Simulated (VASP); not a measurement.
Wanted: the native input for a VASP 6.6.1 run.

* Task: single point
* Functional: PBE
* Potentials or basis: VASP PAW PBE potentials, release 64 (Ti_sv)
* Cutoff: 520 eV
* k mesh: 18 × 18 × 18
* Occupations: gaussian, width 0.15 eV
* Spin: no spin polarisation
* Dipole correction: no
* Further INCAR settings: ALGO = Fast; EDIFF = 1e-07; NBANDS = 12

The structure of Ti lies in POSCAR:

```
Ti
1.0
    0.0000000000      2.1518670410      2.0558584513
    2.0558584513      0.0000000000      2.0558584513
    2.0558584513      2.1518670410      0.0000000000
Ti
1
Direct
    0.0000000000      0.0000000000      0.0000000000
```

This cell differs from its parent crystal: normal strain along x +0.0000, normal strain along y +0.0467.

These files were run (other wordings do the same):

INCAR

```
  PREC = Accurate
  ENCUT = 520
  EDIFF = 1E-7
  ISMEAR = 0
  SIGMA = 0.15
  LREAL = F
  LASPH = T
  NELM = 100
  ALGO = Fast
  ISIF = 2
  LWAVE = F
  LCHARG = F
  GGA = PE
  NBANDS = 12
```

KPOINTS

```
Automatic mesh
0
Gamma
  18 18 18
```

Potentials or basis: VASP PAW PBE potentials, release 64 (Ti_sv).

The run is started by

```console
$ cat potpaw_PBE.64/Ti_sv/POTCAR > POTCAR
$ mpirun -np 1 vasp_std > vasp.out
```

Results of the run:

The pressure is -4.7 GPa and the band gap on the k mesh is zero (bands 6 and 7 overlap by 1.18 eV).

Caveat: the cell differs from its parent crystal (normal strain along x +0.0000, normal strain along y +0.0467); the cell stands under tension.

Run time: 3.7 min on 1 thread of Intel Xeon 8259CL, on a shared host, peak memory 0.22 GiB.
